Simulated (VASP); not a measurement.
A run of VASP 6.6.1 is set up as follows.

Contents of INCAR:

```
PREC = Accurate
ENCUT = 520
EDIFF = 1E-6
ISMEAR = -1
SIGMA = 0.1379
LREAL = Auto
LASPH = True
NELM = 80
ALGO = Normal
ISIF = 2
LWAVE = False
LCHARG = False
GGA = PE
ISYM = 0
NBANDS = 77
```

The input KPOINTS:

```
regular mesh
0
Gamma
  1 1 1
```

The input POSCAR:

```
K7NaCl8
1.0
    8.0552110000      0.0523980000     -0.0749070000
    0.0523980000      8.1439380000      0.0866740000
   -0.0749070000      0.0866740000      8.1384140000
Na Cl K
1 8 7
Direct
    0.7335699015      0.5314545111      0.9680736606
    0.4300992328      0.5848433989      0.5217629291
   -0.0517795628      0.5929455851      0.6905076816
    0.7878124506      0.8109581493      0.1091367041
   -0.0313133167      0.4369100481      0.1573529771
    0.4556323685      0.0276181611      0.3498071341
    0.7706744677      0.2269377657      0.7210478981
    0.4295904654      0.4062854265      0.9430278369
    0.3114160902      0.9437839238      0.7839681930
    0.1750958613      0.7725822834      0.4983629622
    0.3259011045      0.2386029756      0.6073862303
    0.1572330936      0.6965156602      0.0740354400
    0.7839233025      0.1831061860      0.2696144233
    0.0363217683      0.1590586302     -0.0920092653
    0.7411295884      0.6377141802      0.4069334093
    0.5983268663      0.8077099903      0.7386965587
```

Potentials or basis: VASP PAW PBE potentials, release 64 (Na_pv, Cl, K_sv).

The run is started by

```sh
$ cat potpaw_PBE.64/Na_pv/POTCAR potpaw_PBE.64/Cl/POTCAR potpaw_PBE.64/K_sv/POTCAR > POTCAR
$ mpirun -np 1 vasp_gam > vasp.out
```

(1) What does it give for the band gap on the k mesh?

(2) What does it give for the largest force?

(3) Estimate the pressure.

## Answers

(1) 3.27 eV.

(2) 1.833 eV/Å.

(3) 3.1 GPa.

Caveat: the k points lie up to 0.78 Å⁻¹ apart.
